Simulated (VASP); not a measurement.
# Sr (I4/mmm) in VASP: further runs, part 2 of 2

VASP 6.6.1. Earlier steps stand in the parts before.

## (4) Single point, r2SCAN (strain +0.000 along x and y, -0.015 along z)

The input, POSCAR:

```
Sr
1.0
   -2.4250000000      2.4250000000      2.3886250000
    2.4250000000     -2.4250000000      2.3886250000
    2.4250000000      2.4250000000     -2.3886250000
Sr
1
Direct
    0.0000000000      0.0000000000      0.0000000000
```

The input, INCAR.step1:

```
SYSTEM = Sr
PREC = Accurate
ENCUT = 520
ISMEAR = 0
SIGMA = 0.15
LREAL = .False.
LASPH = .True.
NELM = 100
NBANDS = 11
GGA = PE
ALGO = Normal
EDIFF = 1E-4
LWAVE = .True.
LCHARG = .False.
```

The input, INCAR.step2:

```
SYSTEM = Sr
PREC = Accurate
ENCUT = 520
EDIFF = 1E-6
ISMEAR = 0
SIGMA = 0.15
LREAL = .False.
LASPH = .True.
NELM = 100
ALGO = Normal
ISIF = 2
LWAVE = .False.
LCHARG = .False.
METAGGA = R2SCAN
LMIXTAU = .True.
NBANDS = 11
ISTART = 1
```

The input, KPOINTS:

```
Automatic mesh
0
Gamma
  14 14 14
  0 0 0
```

Potentials or basis: VASP PAW PBE potentials, release 64 (Sr_sv).

Run with:

```sh
> cat potpaw_PBE.64/Sr_sv/POTCAR > POTCAR
> cp INCAR.step1 INCAR
> mpirun -np 1 vasp_std > vasp.out
> cp INCAR.step2 INCAR
> mpirun -np 1 vasp_std > vasp.out
```

OUTCAR:

```text
SYSTEM = Sr
   PREC = Accurate
   ENCUT = 520
   EDIFF = 1E-6
   ISMEAR = 0
   LREAL = .False.
   LASPH = .True.
   NELM = 100
   ISIF = 2
   METAGGA = R2SCAN
   ISTART = 1

 ion  position               nearest neighbor table
   1  0.000  0.000  0.000-

  LATTYP: Found a body centered tetragonal cell.
 ALAT       =     4.8500000000
 C/A-ratio  =     0.9850000000

  Lattice vectors:

 A1 = (  -2.4250000000,   2.4250000000,   2.3886250000)
 A2 = (   2.4250000000,  -2.4250000000,   2.3886250000)
 A3 = (   2.4250000000,   2.4250000000,  -2.3886250000)

Analysis of symmetry for initial positions (statically):
=====================================================================
 Subroutine PRICEL returns:
 Original cell was already a primitive cell.

 Routine SETGRP: Setting up the symmetry group for a
 body centered tetragonal supercell.

 Subroutine GETGRP returns: Found 16 space group operations
 (whereof 16 operations were pure point group operations)
 out of a pool of 16 trial point group operations.

The static configuration has the point symmetry D_4h.

Analysis of symmetry for dynamics (positions and initial velocities):
=====================================================================
[... 160 lines left out ...]
 fundamental gap:      0.0309235397
 Fermi energy:         1.5513462953

 k-point     1 :       0.0000    0.0000    0.0000
  band No.  band energies     occupation
      1     -36.5253      2.00000
      2     -17.7886      2.00000
      3     -17.7865      2.00000
      4     -17.7865      2.00000
      5      -2.2578      2.00000
      6       4.1998      0.00000
      7       4.2902      0.00000
      8       4.2902      0.00000
      9       5.5233      0.00000
     10       5.6517      0.00000
     11       9.9756      0.00000
[... 309 lines left out ...]
 k-point    24 :       0.2857    0.1429    0.0000
  band No.  band energies     occupation
      1     -36.5122      2.00000
      2     -17.9407      2.00000
      3     -17.8446      2.00000
      4     -17.8004      2.00000
      5      -0.0789      2.00000
      6       2.3688      0.00000
      7       2.9944      0.00000
      8       5.2880      0.00000
      9       6.0519      0.00000
     10       6.3388      0.00000
     11       8.2439      0.00000

 [... further k-points ...]
[... 5 lines left out ...]
  --------------------------------------------------------------------------------------
  -------------------------------------------------------------------------------------
  Total       -0.0145758     -0.0145758     -0.0101116      0.0000000     -0.0000000      0.0000000
  in kB       -0.4156346     -0.4156346     -0.2883361      0.0000000     -0.0000000      0.0000000
  external PRESSURE =      -0.3732018 kB  Pullay stress =       0.0000000 kB

 VOLUME and BASIS-vectors are now :
 -----------------------------------------------------------------------------
  energy-cutoff  :      520.00
  volume of cell :       56.19
      direct lattice vectors                 reciprocal lattice vectors
    -2.425000000  2.425000000  2.388625000     0.000000000  0.206185567  0.209325449
     2.425000000 -2.425000000  2.388625000     0.206185567  0.000000000  0.209325449
     2.425000000  2.425000000 -2.388625000     0.206185567  0.206185567  0.000000000

 POSITION                                       TOTAL-FORCE (eV/Angst)
 -----------------------------------------------------------------------------------
      0.00000      0.00000      0.00000        -0.000000      0.000000      0.000000
 -----------------------------------------------------------------------------------
    total drift:                                0.000000      0.000000     -0.000000

  FREE ENERGIE OF THE ION-ELECTRON SYSTEM (eV)
  ---------------------------------------------------
  free  energy   TOTEN  =       -15.0967305359 eV

  energy  without entropy=      -15.0800231642  energy(sigma->0) =      -15.08837685
```

OUTCAR.step1:

```text
SYSTEM = Sr
   PREC = Accurate
   ENCUT = 520
   ISMEAR = 0
   LREAL = .False.
   LASPH = .True.
   NELM = 100
[... 553 lines left out ...]
 -----------------------------------------------------------------------------------
      0.00000      0.00000      0.00000         0.000000      0.000000      0.000000
 -----------------------------------------------------------------------------------
    total drift:                                0.000000      0.000000     -0.000000

  FREE ENERGIE OF THE ION-ELECTRON SYSTEM (eV)
  ---------------------------------------------------
  free  energy   TOTEN  =        -1.6352747910 eV

  energy  without entropy=       -1.6207818424  energy(sigma->0) =       -1.62802832
```

OSZICAR.step1:

```text
N       E                     dE             d eps       ncg     rms          rms(c)
DAV:   1     0.366603822472E+02    0.36660E+02   -0.47756E+03  5368   0.782E+02
DAV:   2     0.143162778498E+00   -0.36517E+02   -0.35897E+02  6292   0.152E+02
DAV:   3    -0.156148068475E+01   -0.17046E+01   -0.16832E+01  8082   0.242E+01
DAV:   4    -0.162964875409E+01   -0.68168E-01   -0.68036E-01  7130   0.443E+00
DAV:   5    -0.163068493196E+01   -0.10362E-02   -0.10361E-02  7737   0.457E-01    0.107E+01
DAV:   6    -0.163310839062E+01   -0.24235E-02   -0.69682E-03  6515   0.933E-01    0.602E+00
DAV:   7    -0.163516708444E+01   -0.20587E-02   -0.12057E-02  5987   0.122E+00    0.291E-01
DAV:   8    -0.163525244144E+01   -0.85357E-04   -0.14512E-03  8473   0.222E-01    0.690E-02
DAV:   9    -0.163527479101E+01   -0.22350E-04   -0.12736E-05  4006   0.348E-02
   1 F= -.16352748E+01 E0= -.16280283E+01  d E =-.144929E-01
```

Run time: 3.9 min. Hardware: 1 thread of Intel Xeon 6975P-C, shared host; peak memory 0.29 GiB.

Results:

```yaml
Free_energy: -15.0967 eV
Pressure: 0.0 GPa
Band_gap_on_the_k_mesh: zero (band 5 reaches 1.81 eV, above the bottom of band 6 at 1.48 eV)
```

Levels at points of the mesh, in eV from the Fermi level:
| k point | band 3 | band 4 | band 5 | band 6 | band 7 | band 8 |
| --- | --- | --- | --- | --- | --- | --- |
| (0.00, 0.00, 0.00) | -19.34 | -19.34 | -3.81 | 2.65 | 2.74 | 2.74 |
| (0.50, 0.00, 0.00) | -19.40 | -19.34 | -0.94 | 0.11 | 1.42 | 3.92 |
| (0.50, 0.50, 0.00) | -19.40 | -19.34 | -0.97 | 0.06 | 1.52 | 3.82 |
| (0.50, 0.50, 0.50) | -19.47 | -19.47 | -0.10 | -0.07 | 3.71 | 3.71 |

Caveat: the cell differs from its parent crystal (strain +0.000 along x and y, -0.015 along z); the PAW data sets were made with another functional, which shifts forces and pressure a little.

## (5) Overview

| cell | gap on the mesh (eV) | pressure (GPa) |
| --- | --- | --- |
| a = 4.159 Å, angles 108.7, 108.7, 111.1°, 1 atom | none | 0.1 |
| a = 4.158 Å, angles 109.9, 109.9, 108.7°, 1 atom | none | 0.1 |
| a = 4.179 Å, angles 109.1, 109.1, 110.3°, 1 atom | none | 0.0 |

Alike in all rows: task single point; level r2SCAN; potentials or basis VASP PAW PBE potentials, release 64 (Sr_sv); no spin polarisation; k mesh 14 × 14 × 14; cutoff (eV) 520; smearing gaussian 0.15 eV.

Caveats: the PAW data sets were made with another functional, which shifts forces and pressure a little.

Absolute energies hang on the potentials; compare differences alone.
